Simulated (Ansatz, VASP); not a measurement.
# Pd in VASP and in Ansatz

Contents of INCAR:

```
ALGO = Normal
EDIFF = 1E-6
ENCUT = 520
GGA = PS
ISIF = 2
ISMEAR = -1
LASPH = T
LCHARG = F
LREAL = F
LWAVE = F
NBANDS = 11
NELM = 80
PREC = Accurate
SIGMA = 0.05
```

KPOINTS

```
k-points
0
Gamma
  19 19 19
```

The input POSCAR:

```
Pd
1.0
    0.0000000000      1.7992834000      1.7992834000
    1.7992834000      0.0000000000      1.7992834000
    1.7992834000      1.7992834000      0.0000000000
Pd
1
Direct
    0.0000000000      0.0000000000      0.0000000000
```

Input for Ansatz:

```yaml
crystal:
  lattice:
    - [0.0, 1.7992834, 1.7992834]
    - [1.7992834, 0.0, 1.7992834]
    - [1.7992834, 1.7992834, 0.0]
  atoms:
    - { symbol: Pd, position: [0.0, 0.0, 0.0] }
kpoints:
  mp_grid: { grid: [19, 19, 19] }
scf:
  occupations: { method: fermi_dirac, width: 0.05 }
hamiltonian:
  xc: pbesol
  pseudopotentials: { kind: all_electron, lapw: { basis_error: 0.001 } }
output:
  forces: true
  stress: true
  eigenvalues: true
  populations: true
```

Change from the starting cell: volume scaled by 0.8, LAPW.

Alike in both runs: task single point; functional PBEsol; k mesh 19 × 19 × 19; occupations fermi-dirac, width 0.05 eV; no spin polarisation.

|  | VASP | Ansatz |
| --- | --- | --- |
| version | VASP 6.6.1 | Ansatz 0.2.0 |
| potentials or method | VASP PAW PBE potentials, release 64 (Pd), cutoff 520 eV | all-electron LAPW, scalar-relativistic |

|  | VASP | Ansatz | Ansatz less VASP |
| --- | --- | --- | --- |
| pressure (GPa) | 82.0 | 82.6 | +0.59 |

VASP's potentials were made for PBE, not for PBEsol. Both programs put the cell under a high pressure, so it lies far from rest at this level. Ansatz ran all-electron here, and VASP with PAW potentials.

Noted on VASP's run: the cell as given lies far from equilibrium.
